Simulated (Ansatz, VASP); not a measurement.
# TiC: VASP beside Ansatz

```
CELL_PARAMETERS angstrom
0.00000 2.16400 2.22892
2.16400 0.00000 2.22892
2.16400 2.16400 0.00000
ATOMIC_POSITIONS crystal
Ti 0.00000 0.00000 0.00000
C 0.50000 0.50000 0.50000
```

Change from the starting cell: strain +0.000 along x and y, +0.030 along z, atoms carried along.

Alike in both runs: task single point; functional PBE; k mesh 18 × 18 × 18; occupations gaussian, width 0.15 eV; no spin polarisation.

```csv
,VASP,Ansatz
version,VASP 6.6.1,Ansatz 0.2.0
potentials or method,"VASP PAW PBE potentials, release 64 (Ti_sv, C), cutoff 520 eV","scalar-relativistic, plane waves, PAW"
valence electrons in the cell,16,16
```

Ansatz gave:

* gap on the k mesh at the Fermi level (eV): none
* pressure (GPa): -5.8
* traceless stress, the component that is largest in VASP (GPa): -6.42

Q: Estimate VASP's values.

A: gap on the k mesh at the Fermi level (eV): none; pressure (GPa): -5.7; traceless stress, the component that is largest in VASP (GPa): -6.49.

A gap of «none» marks a metal or a gap that the smearing closes.
